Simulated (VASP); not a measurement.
Set up this calculation in VASP 6.6.1, as the native input.

| Item | Value |
| --- | --- |
| Task | single point |
| Functional | PBE |
| Potentials or basis | VASP PAW PBE potentials, release 64 (In_d, P) |
| Cutoff | 520 eV |
| k mesh | 3 × 3 × 3 |
| Occupations | gaussian, width 0.02 eV |
| Spin | no spin polarisation |
| Dipole correction | no |
| Further INCAR settings | LREAL = Auto; ALGO = Normal; EDIFF = 1e-06; NBANDS = 92 |

The structure of In9P8 (a cell with a defect) lies in POSCAR:

```
In9P8
1.0
    0.0000000000      5.9597880294     -5.9597880294
   -5.9597880294      0.0000000000     -5.9597880294
   -5.9597880294      5.9597880294      0.0000000000
In P
9 8
Direct
    0.4433310358      0.1641800002      0.4433320425
   -0.0044036801      0.9768073917      0.5222558226
    0.5262078927      0.5041448597      0.5262243363
   -0.0558389826      0.4969253076      0.5269446639
    0.5222116096     -0.0231792640     -0.0043895018
   -0.0031319067      0.9732100322     -0.0030985162
    0.5268703324      0.4969524898     -0.0558104581
    0.0242762829      0.4202732526      0.0243304794
    0.3032638059      0.5871173577      0.3033096129
    0.6287854503      0.1279050524      0.1065833209
    0.1475916586      0.0471422807      0.1476320963
    0.6546684179      0.6051683352      0.1175741480
    0.1188094269      0.6017306291      0.1188656369
    0.6280177217      0.1344421137      0.6280298027
    0.1065888580      0.1278847496      0.6288163239
    0.5946062985      0.7190301868      0.5946255945
    0.1175577045      0.6051544085      0.6547195942
```

The input as run:

INCAR

```
SYSTEM = In9P8
PREC = Accurate
ENCUT = 520
EDIFF = 1E-6
ISMEAR = 0
SIGMA = 0.02
LREAL = Auto
LASPH = .TRUE.
NELM = 60
ALGO = Normal
ISIF = 2
LWAVE = .FALSE.
LCHARG = .FALSE.
GGA = PE
NBANDS = 92
```

KPOINTS

```
regular mesh
0
G
  3 3 3
  0 0 0
```

Potentials or basis: VASP PAW PBE potentials, release 64 (In_d, P).

Run with:

```sh
$ cat potpaw_PBE.64/In_d/POTCAR potpaw_PBE.64/P/POTCAR > POTCAR
$ mpirun -np 1 vasp_std > vasp.out
```

Results of the run:

```
Pressure               : 3.7 GPa
Largest force          : 0.149 eV/Å
Band gap on the k mesh : zero (an odd number of electrons rules out a gap without spin polarisation)
```

Caveat: spin-orbit coupling is left out, which moves the levels of the heavy elements; an odd number of electrons without spin polarisation forces a metal; a magnetic or distorted state may lie lower.

It took 11 min on 1 thread of Intel(R) Xeon(R) 6975P-C (Granite Rapids) (shared host), peak memory 0.72 GiB.
